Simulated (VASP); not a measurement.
Input of a VASP 6.6.1 run:

INCAR

```
ALGO = Normal ; EDIFF = 1E-6
ENCUT = 520 ; GGA = PE
ISIF = 2 ; ISMEAR = -1
LASPH = True ; LCHARG = True
LELF = True ; LREAL = False
LVHAR = True ; LWAVE = False
NBANDS = 21 ; NELM = 100
PREC = Accurate ; SIGMA = 0.05
```

File KPOINTS:

```
k-points
0
Gamma
  14 14 8
```

File POSCAR:

```
Pb
1.0
    2.9823702452      0.0000000001      0.0000000000
   -1.4911851227      2.5828083958      0.0000000000
    0.0000000000      0.0000000000      4.9580765188
Pb
2
Direct
    0.3333333333      0.6666666667      0.2500000000
    0.6666666667      0.3333333333      0.7500000000
```

Potentials or basis: VASP PAW PBE potentials, release 64 (Pb_d).

Run with:

```sh
$ cat potpaw_PBE.64/Pb_d/POTCAR > POTCAR
$ mpirun -np 1 vasp_std > vasp.out
```

**Question.** Estimate the band gap on the k mesh.

**Answer.** Zero (bands 14 and 15 overlap by 11.67 eV).

**Question.** What does it give for the pressure?

**Answer.** 70.7 GPa.

Caveat: the cell stands under pressure; spin-orbit coupling is left out, which moves the levels of the heavy elements.
